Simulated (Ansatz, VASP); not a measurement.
BN in VASP and in Ansatz

```
B N
1.0
     0.00000    1.80750    1.80750
     1.80750    0.00000    1.80750
     1.80750    1.80750    0.00000
B N
1 1
Direct
  0.00000 0.00000 0.00000
  0.25000 0.25000 0.25000
```

Alike in both runs: task relaxation of cell and atoms; functional revPBE; dispersion D3(BJ); k mesh 8 × 8 × 8; no spin polarisation.

|  | VASP | Ansatz |
| --- | --- | --- |
| version | VASP 6.6.1 | Ansatz 0.2.0 |
| potentials or method | VASP PAW PBE potentials, release 64 (B, N), cutoff 600 eV | plane waves, PAW |
| occupations | methfessel-paxton of order 1, width 0.01 eV | cold, width 0.01 eV |
| valence electrons in the cell | 8 | 8 |

```tsv
	VASP	Ansatz	Ansatz less VASP
relaxed volume (Å³/atom)	5.84	5.84	0.000
relaxed cell length with the largest relative difference (Å)	2.547	2.547	0.0000
```

VASP's potentials were made for PBE, not for revPBE.
